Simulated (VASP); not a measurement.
# N (P4_2/mnm) in VASP: further runs

The runs below take N through single point, with r2SCAN.

Program: VASP 6.6.1. These are calculated values, not measurements. Logs are shortened: lines on timing, memory, paths and dates and some standing lists are left out, and cuts for length are marked.

### Step 1. The cell of the first run

It takes space group P4_2/mnm (No. 136, tetragonal). The conventional cell has a = 3.961 Å, b = 3.961 Å, c = 5.133 Å, α = 90.00°, β = 90.00°, γ = 90.00°. N (site symmetry m2m) has 1 N at 1.09 Å within 1.5 Å.

### Step 2. Single point, r2SCAN

The input, POSCAR:

```
N
1.0
    3.9609740433      0.0000000000      0.0000000000
    0.0000000000      3.9609740433      0.0000000000
    0.0000000000      0.0000000000      5.1331803146
N
4
Direct
    0.9024068167      0.9024068167      0.0000000000
    0.5975931833      0.4024068167      0.5000000000
    0.0975931833      0.0975931833      0.0000000000
    0.4024068167      0.5975931833      0.5000000000
```

The input, INCAR.step1:

```
SYSTEM = N
ALGO = Normal ; EDIFF = 1E-4
ENCUT = 520 ; GGA = PE
ISMEAR = 0 ; LASPH = .TRUE.
LCHARG = .FALSE. ; LREAL = .FALSE.
LWAVE = .TRUE. ; NBANDS = 18
NELM = 80 ; PREC = Accurate
SIGMA = 0.01
```

The input, INCAR.step2:

```
SYSTEM = N
ALGO = Normal ; EDIFF = 1E-6
ENCUT = 520 ; ISIF = 2
ISMEAR = 0 ; ISTART = 1
LASPH = .TRUE. ; LCHARG = .FALSE.
LMIXTAU = .TRUE. ; LREAL = .FALSE.
LWAVE = .FALSE. ; METAGGA = R2SCAN
NBANDS = 18 ; NELM = 80
PREC = Accurate ; SIGMA = 0.01
```

The input, KPOINTS:

```
k-points
0
G
  4 4 4
  0 0 0
```

Potentials or basis: VASP PAW PBE potentials, release 64 (N).

Launch:

```console
cat potpaw_PBE.64/N/POTCAR > POTCAR
cp INCAR.step1 INCAR
mpirun -np 1 vasp_std > vasp.out
cp INCAR.step2 INCAR
mpirun -np 1 vasp_std > vasp.out
```

OUTCAR:

```text
SYSTEM = N
   EDIFF = 1E-6
   ENCUT = 520
   ISIF = 2
   ISMEAR = 0
   ISTART = 1
   LASPH = .TRUE.
   LREAL = .FALSE.
   METAGGA = R2SCAN
   NELM = 80
   PREC = Accurate

 ion  position               nearest neighbor table
   1  0.902  0.902  0.000-   3 1.09
   2  0.598  0.402  0.500-   4 1.09
   3  0.098  0.098  0.000-   1 1.09
   4  0.402  0.598  0.500-   2 1.09

  LATTYP: Found a simple tetragonal cell.
 ALAT       =     3.9609740433
 C/A-ratio  =     1.2959388924

  Lattice vectors:

 A1 = (   3.9609740433,   0.0000000000,   0.0000000000)
 A2 = (   0.0000000000,   3.9609740433,   0.0000000000)
 A3 = (   0.0000000000,   0.0000000000,   5.1331803146)

Analysis of symmetry for initial positions (statically):
=====================================================================
 Subroutine PRICEL returns:
 Original cell was already a primitive cell.

 Routine SETGRP: Setting up the symmetry group for a
 simple tetragonal supercell.

 Subroutine GETGRP returns: Found 16 space group operations
 (whereof  8 operations were pure point group operations)
 out of a pool of 16 trial point group operations.

The static configuration has the point symmetry D_2h.
 The point group associated with its full space group is D_4h.

Analysis of symmetry for dynamics (positions and initial velocities):
=====================================================================
 Subroutine PRICEL returns:
 Original cell was already a primitive cell.

 Routine SETGRP: Setting up the symmetry group for a
 simple tetragonal supercell.

 Subroutine GETGRP returns: Found 16 space group operations
 (whereof  8 operations were pure point group operations)
 out of a pool of 16 trial point group operations.

The dynamic configuration has the point symmetry D_2h.
 The point group associated with its full space group is D_4h.

 Subroutine INISYM returns: Found 16 space group operations
 (whereof  8 operations are pure point group operations),
 and found     1 'primitive' translations

----------------------------------------------------------------------------------------

                                     Primitive cell

  volume of cell :      80.5361

  direct lattice vectors                    reciprocal lattice vectors
     3.960974043  0.000000000  0.000000000     0.252463154  0.000000000  0.000000000
     0.000000000  3.960974043  0.000000000     0.000000000  0.252463154  0.000000000
     0.000000000  0.000000000  5.133180315     0.000000000  0.000000000  0.194811002

  length of vectors
     3.960974043  3.960974043  5.133180315     0.252463154  0.252463154  0.194811002

  position of ions in fractional coordinates (direct lattice)
     0.902406817  0.902406817  0.000000000
     0.597593183  0.402406817  0.500000000
     0.097593183  0.097593183  0.000000000
     0.402406817  0.597593183  0.500000000

  ion indices of the primitive-cell ions
   primitive index   ion index
                 1           1
                 2           2
                 3           3
                 4           4

----------------------------------------------------------------------------------------

 KPOINTS: k-points

Automatic generation of k-mesh.
 Grid dimensions read from file:
 generate k-points for:    4    4    4

 Generating k-lattice:

  Cartesian coordinates                     Fractional coordinates (reciprocal lattice)
     0.063115789  0.000000000  0.000000000     0.250000000  0.000000000  0.000000000
     0.000000000  0.063115789  0.000000000     0.000000000  0.250000000  0.000000000
     0.000000000  0.000000000  0.048702750     0.000000000  0.000000000  0.250000000

  Length of vectors
     0.063115789  0.063115789  0.048702750

  Shift w.r.t. Gamma in fractional coordinates (k-lattice)
     0.000000000  0.000000000  0.000000000

 Subroutine IBZKPT returns following result:
 ===========================================

 Found     18 irreducible k-points:

 Following reciprocal coordinates:
            Coordinates               Weight
  0.000000  0.000000  0.000000      1.000000
  0.250000  0.000000  0.000000      4.000000
  0.500000  0.000000  0.000000      2.000000
  0.250000  0.250000  0.000000      4.000000
  0.500000  0.250000  0.000000      4.000000
  0.500000  0.500000  0.000000      1.000000
[... 10 lines left out ...]
  0.500000  0.250000  0.500000      4.000000
  0.500000  0.500000  0.500000      1.000000
   k-points           NKPTS =     18   k-points in BZ     NKDIM =     18   number of bands    NBANDS=     18
   number of dos      NEDOS =    301   number of ions     NIONS =      4
   total plane-waves  NPLWV =  36000
   dimension x,y,z NGX =    30 NGY =   30 NGZ =   40
   dimension x,y,z NGXF=    60 NGYF=   60 NGZF=   80
   ions per type =               4
   NGX,Y,Z   is equivalent  to a cutoff of  12.59, 12.59, 12.95 a.u.
   NGXF,Y,Z  is equivalent  to a cutoff of  25.18, 25.18, 25.91 a.u.
 SYSTEM =  N
   PREC   = accura    normal or accurate (medium, high low for compatibility)
   ISTART =      1    job   : 0-new  1-cont  2-samecut
   ICHARG =      0    charge: 1-file 2-atom 10-const
   ISPIN  =      1    spin polarized calculation?
   LNONCOLLINEAR =      F non collinear calculations
   LSORBIT =      F    spin-orbit coupling
   LASPH  =      T    aspherical Exc in radial PAW
   ENCUT  =  520.0 eV  38.22 Ry    6.18 a.u.   7.36  7.36  9.54*2*pi/ulx,y,z
   NELM   =     80;   NELMIN=  2; NELMDL=  0     # of ELM steps
   EDIFF  = 0.1E-05   stopping-criterion for ELM
   LREAL  =      F    real-space projection
   EDIFFG = 0.1E-04   stopping-criterion for IOM
   NSW    =      0    number of steps for IOM
   IBRION =     -1    ionic relax: 0-MD 1-quasi-New 2-CG
   NFREE  =      0    steps in history (QN), initial steepest desc. (CG)
   ISIF   =      2    stress and relaxation
   ISYM   =      2    0-nonsym 1-usesym 2-fastsym
   POTIM  = 0.5000    time-step for ionic-motion
   TEBEG  =    0.0;   TEEND  =   0.0 temperature during run
   PSTRESS=    0.0 pullay stress
   NELECT =      20.0000    total number of electrons
   NUPDOWN=      -1.0000    fix difference up-down
   EMIN   =  10.00;   EMAX   =-10.00  energy-range for DOS
   EFERMI =   0.00;   METHOD = LEGACY
   ISMEAR =     0;   SIGMA  =   0.01  broadening in eV -4-tet -1-fermi 0-gaus
   EFERMI_NEDOS =   21; number of points for ismear=-14 and -15
   IALGO  =     38    algorithm
   IMIX   =      4    mixing-type and parameters
     AMIX     =   0.40;   BMIX     =  1.00
     AMIX_MAG =   1.60;   BMIX_MAG =  1.00
  volume/ion in A,a.u.               =      20.13       135.87
  Fermi-wavevector in a.u.,A,eV,Ry     =   1.029014  1.944555 14.406801  1.058870
  Thomas-Fermi vector in A             =   2.163040
   LORBIT       =      0    0 simple, 1 ext, 2 COOP (PROOUT), +10 PAW based schemes
   METAGGA = R2SCAN    functional components
   LHFCALC =     F    Hartree Fock is set to
   AEXX    =    0.0000 exact exchange contribution
   IVDW    =     0    specifies the selected vdW correction
   LEPSILON=     F    determine dielectric tensor
   LRPA    =     F    only Hartree local field effects (RPA)
 non-spin polarized calculation
 Gauss-broadening in eV      SIGMA  =   0.01
  energy-cutoff  :      520.00
  volume of cell :       80.54
 maximum number of plane-waves:      2212
 NGX is ok and might be reduce to    30
   NGX = 15   NGY = 15   NGZ = 19

 number of electron      19.9999994 magnetization

 Free energy of the ion-electron system (eV)
  ---------------------------------------------------
  ext. energy  EPLUGINS =         0.00000000
  ---------------------------------------------------
  free energy    TOTEN  =       -36.44921817 eV

  energy without entropy =      -36.44921817  energy(sigma->0) =      -36.44921817

 E-fermi :  -6.4787     XC(G=0):  -7.1256

 val. band max:       -6.5351506220   @ k =   0.5000   0.5000   0.5000
 cond. band min:       0.9226095284   @ k =   0.0000   0.0000   0.0000
 fundamental gap:      7.4577601504
 Fermi energy:        -6.4786818928

 k-point     1 :       0.0000    0.0000    0.0000
  band No.  band energies     occupation
      1     -26.1119      2.00000
      2     -26.0207      2.00000
      3     -10.1391      2.00000
      4     -10.1391      2.00000
      5      -8.6875      2.00000
      6      -7.9646      2.00000
[... 10 lines left out ...]
     17       9.3026      0.00000
     18      13.1955      0.00000

 k-point     2 :       0.2500    0.0000    0.0000
  band No.  band energies     occupation
      1     -26.0902      2.00000
      2     -26.0255      2.00000
      3     -10.2987      2.00000
      4     -10.2913      2.00000
      5      -8.5466      2.00000
      6      -8.2531      2.00000
[... 10 lines left out ...]
     17       9.6556      0.00000
     18      11.3769      0.00000

 k-point     3 :       0.5000    0.0000    0.0000
  band No.  band energies     occupation
      1     -26.0494      2.00000
      2     -26.0494      2.00000
      3     -10.4477      2.00000
      4     -10.4477      2.00000
      5      -8.2341      2.00000
      6      -8.2341      2.00000
[... 10 lines left out ...]
     17      10.7645      0.00000
     18      10.7645      0.00000

 k-point     4 :       0.2500    0.2500    0.0000
  band No.  band energies     occupation
      1     -26.0724      2.00000
      2     -26.0265      2.00000
      3     -10.4345      2.00000
      4     -10.4023      2.00000
      5      -8.4347      2.00000
      6      -8.3657      2.00000
[... 10 lines left out ...]
     17      10.0375      0.00000
     18      10.3405      0.00000

 k-point     5 :       0.5000    0.2500    0.0000
  band No.  band energies     occupation
      1     -26.0411      2.00000
      2     -26.0411      2.00000
      3     -10.5448      2.00000
      4     -10.5448      2.00000
      5      -8.3428      2.00000
      6      -8.3428      2.00000
[... 10 lines left out ...]
     17      10.0685      0.00000
     18      10.0685      0.00000

 k-point     6 :       0.5000    0.5000    0.0000
  band No.  band energies     occupation
      1     -26.0329      2.00000
      2     -26.0329      2.00000
      3     -10.6475      2.00000
      4     -10.6475      2.00000
      5      -8.4043      2.00000
      6      -8.4043      2.00000
[... 10 lines left out ...]
     17       9.2085      0.00000
     18       9.2085      0.00000

 k-point     7 :       0.0000    0.0000    0.2500
  band No.  band energies     occupation
      1     -26.0986      2.00000
      2     -26.0339      2.00000
      3     -10.1321      2.00000
      4     -10.1321      2.00000
      5      -8.6537      2.00000
      6      -8.2158      2.00000
[... 10 lines left out ...]
     17       9.7127      0.00000
     18      13.2990      0.00000

 k-point     8 :       0.2500    0.0000    0.2500
  band No.  band energies     occupation
      1     -26.0805      2.00000
      2     -26.0348      2.00000
      3     -10.3054      2.00000
      4     -10.2990      2.00000
      5      -8.5158      2.00000
      6      -8.3387      2.00000
[... 10 lines left out ...]
     17       9.6565      0.00000
     18      11.9419      0.00000
[... 103 lines left out ...]
     17      11.4516      0.00000
     18      11.4516      0.00000

 k-point    14 :       0.2500    0.0000    0.5000
  band No.  band energies     occupation
      1     -26.0574      2.00000
      2     -26.0574      2.00000
      3     -10.3095      2.00000
      4     -10.3095      2.00000
      5      -8.4446      2.00000
      6      -8.4446      2.00000
[... 10 lines left out ...]
     17      10.6817      0.00000
     18      10.6817      0.00000

 k-point    15 :       0.5000    0.0000    0.5000
  band No.  band energies     occupation
      1     -26.0485      2.00000
      2     -26.0485      2.00000
      3     -10.4797      2.00000
      4     -10.4797      2.00000
      5      -8.3888      2.00000
      6      -8.3888      2.00000
[... 10 lines left out ...]
     17       9.8143      0.00000
     18       9.8143      0.00000

 k-point    16 :       0.2500    0.2500    0.5000
  band No.  band energies     occupation
      1     -26.0490      2.00000
      2     -26.0490      2.00000
      3     -10.4599      2.00000
      4     -10.3750      2.00000
      5      -8.6353      2.00000
      6      -8.2388      2.00000
[... 10 lines left out ...]
     17      10.1174      0.00000
     18      10.5874      0.00000

 k-point    17 :       0.5000    0.2500    0.5000
  band No.  band energies     occupation
      1     -26.0406      2.00000
      2     -26.0406      2.00000
      3     -10.5361      2.00000
      4     -10.5361      2.00000
      5      -8.4810      2.00000
      6      -8.4810      2.00000
[... 10 lines left out ...]
     17      10.0904      0.00000
     18      10.0904      0.00000

 k-point    18 :       0.5000    0.5000    0.5000
  band No.  band energies     occupation
      1     -26.0323      2.00000
      2     -26.0323      2.00000
      3     -10.6068      2.00000
      4     -10.6068      2.00000
      5      -8.4737      2.00000
      6      -8.4737      2.00000
[... 10 lines left out ...]
     17       9.7524      0.00000
     18       9.7524      0.00000

------------------------ aborting loop because EDIFF is reached ----------------------------------------

  FORCE on cell =-STRESS in cart. coord.  units (eV):
  Direction    XX          YY          ZZ          XY          YZ          ZX
  --------------------------------------------------------------------------------------
  -------------------------------------------------------------------------------------
  Total        2.4497519      2.4497519      0.0188149      0.0000000      0.0000000      0.0000000
  in kB       48.7351349     48.7351349      0.3743019      0.0000000      0.0000000      0.0000000
  external PRESSURE =      32.6148572 kB  Pullay stress =       0.0000000 kB

 VOLUME and BASIS-vectors are now :
 -----------------------------------------------------------------------------
  energy-cutoff  :      520.00
  volume of cell :       80.54
      direct lattice vectors                 reciprocal lattice vectors
     3.960974043  0.000000000  0.000000000     0.252463154  0.000000000  0.000000000
     0.000000000  3.960974043  0.000000000     0.000000000  0.252463154  0.000000000
     0.000000000  0.000000000  5.133180315     0.000000000  0.000000000  0.194811002

 POSITION                                       TOTAL-FORCE (eV/Angst)
 -----------------------------------------------------------------------------------
      3.57441      3.57441      0.00000        -1.583484     -1.583484     -0.000000
      2.36705      1.59392      2.56659         1.583484     -1.583484     -0.000000
      0.38656      0.38656      0.00000         1.583484      1.583484      0.000000
      1.59392      2.36705      2.56659        -1.583484      1.583484      0.000000
 -----------------------------------------------------------------------------------
    total drift:                               -0.000000     -0.000000     -0.000000

  FREE ENERGIE OF THE ION-ELECTRON SYSTEM (eV)
  ---------------------------------------------------
  free  energy   TOTEN  =       -36.4492181713 eV

  energy  without entropy=      -36.4492181713  energy(sigma->0) =      -36.44921817
```

Wall time 89 s (1 thread of AMD EPYC 9R45 (Zen 5), shared host); peak memory 0.15 GiB.

Results:

```yaml
Free_energy: -36.4492 eV
Pressure: 3.3 GPa
Largest_force: 2.239 eV/Å
Band_gap_on_the_k_mesh: 7.46 eV, indirect (least direct gap 7.70 eV)
```

Forces on the atoms (eV/Å):
```
N   -1.583 -1.583  0.000
N    1.583 -1.583  0.000
N    1.583  1.583  0.000
N   -1.583  1.583  0.000
```

Caveat: the standard files for N, O and F lose accuracy on very short bonds; the PAW data sets were made with another functional, which shifts forces and pressure a little. A k mesh can miss the band edges.

### Step 3. Single point, r2SCAN

POSCAR is that of step 2.

The input, INCAR.step1:

```
PREC = Accurate
ENCUT = 520
ISMEAR = 0
SIGMA = 0.01
LREAL = F
LASPH = T
NELM = 60
NBANDS = 18
GGA = PE
ALGO = Normal
EDIFF = 1E-4
LWAVE = T
LCHARG = F
```

The input, INCAR.step2:

```
PREC = Accurate
ENCUT = 520
EDIFF = 1E-7
ISMEAR = 0
SIGMA = 0.01
LREAL = F
LASPH = T
NELM = 60
ALGO = Normal
ISIF = 2
LWAVE = F
LCHARG = F
METAGGA = R2SCAN
LMIXTAU = T
NBANDS = 18
ISTART = 1
```

The input, KPOINTS:

```
Automatic mesh
0
Gamma
  4 4 4
```

Potentials or basis: VASP PAW PBE potentials, release 64 (N).

Launch:

```console
cat potpaw_PBE.64/N/POTCAR > POTCAR
cp INCAR.step1 INCAR
mpirun -np 1 vasp_std > vasp.out
cp INCAR.step2 INCAR
mpirun -np 1 vasp_std > vasp.out
```

Run time: 85 s. Hardware: 1 thread of AMD EPYC 9R45 (Zen 5), shared host; peak memory 0.15 GiB.

It converged, with:

```
Free energy            : -36.4492 eV
Pressure               : 3.3 GPa
Largest force          : 2.239 eV/Å
Band gap on the k mesh : 7.46 eV, indirect (least direct gap 7.70 eV)
```

Forces in eV/Å, atoms in the order of the input:
```
N   -1.583 -1.583  0.000
N    1.583 -1.583  0.000
N    1.583  1.583  0.000
N   -1.583  1.583  0.000
```

Stress tensor (GPa, compression positive):
```
4.88 0.00 0.00
0.00 4.88 0.00
0.00 0.00 0.04
```

Levels at points of the mesh, in eV from the valence-band top:
```tsv
k point	band 8	band 9	band 10	band 11	band 12	band 13
(0.00, 0.00, 0.00)	-1.31	-1.20	-0.24	7.46	8.56	8.98
(0.50, 0.00, 0.00)	-1.69	-0.27	-0.27	8.74	8.74	8.74
(0.50, 0.50, 0.00)	-1.63	-0.05	-0.05	8.43	8.43	9.66
(0.00, 0.00, 0.50)	-1.45	-0.47	-0.47	7.97	7.97	8.97
(0.50, 0.00, 0.50)	-1.43	-0.35	-0.35	8.28	8.28	9.11
(0.50, 0.50, 0.50)	-1.68	0.00	0.00	8.49	8.49	9.66
```

Caveat: the standard files for N, O and F lose accuracy on very short bonds; the PAW data sets were made with another functional, which shifts forces and pressure a little.

(Continued in part 2 of 2.)
